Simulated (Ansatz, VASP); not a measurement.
**Two plane-wave programs on MnO**

```
Mn O
1.0
     0.00000    2.43651    2.43651
     2.43651    0.00000    2.43651
     2.43651    2.43651    0.00000
Mn O
1 1
Direct
  0.00000 0.00000 0.00000
  0.25000 0.25000 0.25000
```

Alike in both runs: task single point; functional r2SCAN0; k mesh 5 × 5 × 5; occupations fermi-dirac, width 0.05 eV; collinear spin.

|  | VASP | Ansatz |
| --- | --- | --- |
| version | VASP 6.6.1 | Ansatz 0.2.0 |
| potentials or method | VASP PAW PBE potentials, release 64 (Mn_sv, O) | Ansatz PAW |
| plane-wave cutoff (eV) | 580 | 500 |
| valence electrons in the cell | 21 | 21 |

VASP gave:

```
gap on the k mesh at the Fermi level (eV)                     : 1.49
least direct gap on the mesh (eV)                             : 1.49
net moment per atom (μB)                                      : 2.50
size of the moment on the site where the two differ most (μB) : 4.42
```

Task: What did Ansatz give for the same quantities?

Result: gap on the k mesh at the Fermi level (eV): 1.47; least direct gap on the mesh (eV): 1.47; net moment per atom (μB): 2.50; size of the moment on the site where the two differ most (μB): 4.20.

VASP's potentials were made for PBE, not for r2SCAN0. Site moments also hang on the region over which each program counts them. The functional is the same, so the differences come from potentials, cutoffs and numerics.

The k mesh is coarse, so the values compare programs but aren't converged. Noted on Ansatz's run: the magnetic or orbital state may not be the lowest; odd divisions of the mesh miss points on the zone boundary, where band edges often lie, so the gap on the mesh can be too wide.
